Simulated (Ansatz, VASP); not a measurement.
# Te: VASP beside Ansatz

Contents of INCAR:

```
SYSTEM = Te
ALGO = Normal
EDIFF = 1E-6
ENCUT = 500
GGA = PE
GGA_COMPAT = .False.
ISIF = 2
ISMEAR = -1
LASPH = .True.
LCHARG = .False.
LREAL = .False.
LWAVE = .False.
NBANDS = 13
NELM = 120
PREC = Accurate
SIGMA = 0.1
```

The input KPOINTS:

```
k-points
0
Gamma
  9 9 9
  0 0 0
```

File POSCAR:

```
Te
1.0
    0.0000000000      3.5448612378      3.5448612378
    3.5448612378      0.0000000000      3.5448612378
    3.5448612378      3.5448612378      0.0000000000
Te
2
Direct
    0.1250000000      0.1250000000      0.1250000000
    0.8750000000      0.8750000000      0.8750000000
```

Input for Ansatz:

```yaml
crystal:
  lattice:
    - [0.0, 3.5448612378, 3.5448612378]
    - [3.5448612378, 0.0, 3.5448612378]
    - [3.5448612378, 3.5448612378, 0.0]
  atoms:
    - { symbol: Te, position: [0.125, 0.125, 0.125] }
    - { symbol: Te, position: [0.875, 0.875, 0.875] }
hamiltonian:
  xc: pbe
  pseudopotentials:
    kind: paw
    azcp:
      Te: "pseudopotentials/Te.paw.azcp"
basis:
  ecutwfc: 420
  fft_grid_basis: typed
kpoints:
  mp_grid: { grid: [9, 9, 9], shift: [0, 0, 0] }
magnetization:
  spin_polarized: false
scf:
  occupations: { method: fermi_dirac, width: 0.1 }
  lower_state_search: "off"
output:
  stress: true
```

Alike in both runs: task single point; functional PBE; k mesh 9 × 9 × 9; occupations fermi-dirac, width 0.1 eV; no spin polarisation.

```csv
,VASP,Ansatz
version,VASP 6.6.1,Ansatz 0.2.0
potentials or method,"VASP PAW PBE potentials, release 64 (Te), cutoff 500 eV","plane waves (420 eV) with PAW, scalar-relativistic"
valence electrons in the cell,12,32
```

|  | VASP | Ansatz | Ansatz less VASP |
| --- | --- | --- | --- |
| pressure (GPa) | 1.2 | 1.2 | +0.01 |

The functional is the same, so the differences come from potentials, cutoffs and numerics. VASP's potentials hold 12 valence electrons a cell and Ansatz's 32, so a difference there can come from the potentials and not from the codes.

Spin-orbit coupling is off throughout.
